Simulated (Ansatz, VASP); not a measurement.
**One calculation of Cd3HgTe4, two programs**

File INCAR:

```
SYSTEM = Cd3HgTe4
ALGO = Normal ; EDIFF = 1E-6
ENCUT = 520 ; GGA = PE
ISIF = 2 ; ISMEAR = 0
LASPH = .True. ; LCHARG = .False.
LREAL = .False. ; LWAVE = .False.
NBANDS = 46 ; NELM = 80
PREC = Accurate ; SIGMA = 0.2
```

The input KPOINTS:

```
k-points
0
Gamma
  6 6 2
  0 0 0
```

The input POSCAR:

```
Cd3HgTe4
1.0
    4.6873538000      0.0000000000      0.0000000000
    0.0000000000      4.6873538000      0.0000000000
    0.0000000000      0.0000000000     13.2426444000
Cd Hg Te
3 1 4
Direct
    0.0000000000      0.0000000000      0.7495210000
    0.0000000000      0.0000000000      0.2504790000
    0.5000000000      0.5000000000      0.5000000000
    0.5000000000      0.5000000000      0.0000000000
    0.5000000000      0.0000000000      0.8739640000
    0.0000000000      0.5000000000      0.1260360000
    0.5000000000      0.0000000000      0.3752770000
    0.0000000000      0.5000000000      0.6247230000
```

Input for Ansatz:

```yaml
crystal:
  lattice:
    - [4.6873538, 0.0, 0.0]
    - [0.0, 4.6873538, 0.0]
    - [0.0, 0.0, 13.2426444]
  atoms:
    - { symbol: Cd, position: [0.0, 0.0, 0.749521] }
    - { symbol: Cd, position: [0.0, 0.0, 0.250479] }
    - { symbol: Cd, position: [0.5, 0.5, 0.5] }
    - { symbol: Hg, position: [0.5, 0.5, 0.0] }
    - { symbol: Te, position: [0.5, 0.0, 0.873964] }
    - { symbol: Te, position: [0.0, 0.5, 0.126036] }
    - { symbol: Te, position: [0.5, 0.0, 0.375277] }
    - { symbol: Te, position: [0.0, 0.5, 0.624723] }
basis:
  ecutwfc: 420
kpoints:
  mp_grid: { grid: [6, 6, 2] }
hamiltonian:
  xc: pbe
scf:
  occupations: { method: gaussian, width: 0.2 }
  lower_state_search: "off"
output:
  forces: true
  stress: true
  eigenvalues: true
```

Alike in both runs: task single point; functional PBE; k mesh 6 × 6 × 2; occupations gaussian, width 0.2 eV; no spin polarisation.

```csv
,VASP,Ansatz
version,VASP 6.6.1,Ansatz 0.2.0
potentials or method,"VASP PAW PBE potentials, release 64 (Cd, Hg, Te), cutoff 520 eV","scalar-relativistic, plane waves, PAW"
valence electrons in the cell,72,144
```

```tsv
	VASP	Ansatz	Ansatz less VASP
gap on the k mesh at the Fermi level (eV)	0.18	0.18	+0.004
least direct gap on the mesh (eV)	0.18	0.18	+0.004
pressure (GPa)	0.1	0.0	-0.09
```

With one functional, cell and mesh, what is left measures potentials, basis and numerics. VASP's potentials hold 72 valence electrons a cell and Ansatz's 144, so a difference there can come from the potentials and not from the codes.

Spin-orbit coupling is off throughout.
